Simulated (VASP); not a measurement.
The system is NaI.

```
CELL_PARAMETERS angstrom
5.15134 0.00000 0.00000
-2.57567 4.46119 0.00000
0.00000 0.00000 7.97367
ATOMIC_POSITIONS crystal
Na 0.33333 0.66667 0.99241
Na 0.66667 0.33333 0.49241
I 0.33333 0.66667 0.38259
I 0.66667 0.33333 0.88259
```

```yaml
Program: VASP 6.6.1
Task: relaxation of cell and atoms
Functional: PBEsol
Potentials_or_basis: VASP PAW PBE potentials, release 64 (Na_pv, I)
Cutoff: 600 eV
k_mesh: 6 × 6 × 4
Occupations: fermi-dirac, width 0.02 eV
Spin: no spin polarisation
```

At the start: pressure -0.4 GPa; volume 45.81 Å³/atom.

How do energy, volume and symmetry change on relaxing?

Over 33 steps the energy falls by 35.5 meV/atom and the volume is 40.41 Å³/atom (-11.8 %); space group P6_3/mmc (No. 194, to 0.05 Å).

Step by step:
```tsv
step	energy change (eV)	largest force (eV/Å)	pressure (GPa)	volume (Å³)
1	0.0000	0.0008	-0.43	183.24
2	-0.0071	0.0047	-0.26	179.98
3	-0.0108	0.0116	-0.03	176.02
4	-0.0109	0.0124	0.01	175.55
5	-0.0109	0.0121	-0.01	175.70
6	-0.0110	0.0134	0.00	175.68
7	-0.0112	0.0175	-0.01	175.63
8	-0.0116	0.0258	-0.01	175.50
9	-0.0122	0.0436	-0.01	175.24
10	-0.0119	0.0845	-0.01	174.65
11	-0.0122	0.0609	-0.01	174.99
12	-0.0123	0.0607	-0.01	174.98
13	-0.0124	0.0612	-0.01	174.95
14	-0.0126	0.0619	-0.01	174.89
15	-0.0132	0.0639	-0.01	174.76
16	-0.0143	0.0671	-0.02	174.50
17	-0.0169	0.0759	-0.03	173.95
18	-0.0241	0.1007	-0.07	172.73
19	-0.0496	0.1739	-0.14	169.81
20	-0.0704	0.1821	0.39	161.98
21	-0.0651	0.2648	-0.08	167.20
22	-0.0822	0.2822	0.05	164.72
23	-0.0813	0.2627	0.19	163.39
24	-0.0824	0.2700	0.15	163.71
25	-0.1304	0.0819	-0.27	165.83
26	-0.1317	0.0588	-0.33	166.25
27	-0.1386	0.0453	0.02	161.41
28	-0.1387	0.0438	0.06	160.95
29	-0.1404	0.0332	0.05	160.99
30	-0.1416	0.0089	0.05	161.05
31	-0.1418	0.0023	-0.04	162.12
32	-0.1419	0.0041	-0.02	161.83
33	-0.1419	0.0020	0.00	161.64
```

Final structure:
```
Na I
1.0
     5.40100    0.00000    0.00000
    -2.70050    4.67740    0.00000
     0.00000    0.00000    6.39847
Na I
2 2
Direct
  0.33333 0.66667 0.93767
  0.66667 0.33333 0.43767
  0.33333 0.66667 0.43733
  0.66667 0.33333 0.93733
```

Caveat: the PAW data sets were made with another functional, which shifts forces and pressure a little.
